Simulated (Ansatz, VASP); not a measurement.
Two plane-wave programs on ZrAl2N3

```
Zr Al N
1.0
    -1.66977    1.66977    7.08424
     1.66977   -1.66977    7.08424
     1.66977    1.66977   -7.08424
Zr Al N
1 2 3
Cartesian
  0.0000 0.0000 7.0842
  0.0000 0.0000 11.8071
  0.0000 0.0000 2.3614
  0.0000 0.0000 9.4456
  0.0000 0.0000 4.7228
  0.0000 0.0000 0.0000
```

Alike in both runs: task relaxation of cell and atoms; functional PBE; k mesh 8 × 8 × 8; occupations gaussian, width 0.1 eV; no spin polarisation.

|  | VASP | Ansatz |
| --- | --- | --- |
| version | VASP 6.6.1 | Ansatz 0.2.0 |
| potentials or method | VASP PAW PBE potentials, release 64 (Zr_sv, Al, N), cutoff 600 eV | scalar-relativistic, plane waves, PAW |
| valence electrons in the cell | 33 | 33 |

Ansatz gave:

```
gap on the k mesh at the Fermi level, each at its own relaxed structure (eV) : none
relaxed volume (Å³/atom)                                                     : 10.10
relaxed length of the cell vector where the two differ most in proportion (Å)              : 6.781
```

Task: What did VASP give for the same quantities?

Result: gap on the k mesh at the Fermi level, each at its own relaxed structure (eV): none; relaxed volume (Å³/atom): 10.09; relaxed length of the cell vector where the two differ most in proportion (Å): 6.777.

A gap of «none» marks a metal or a gap that the smearing closes.

Noted on VASP's run: the volume moved by over 15 % at a fixed basis, so the end points are rough.
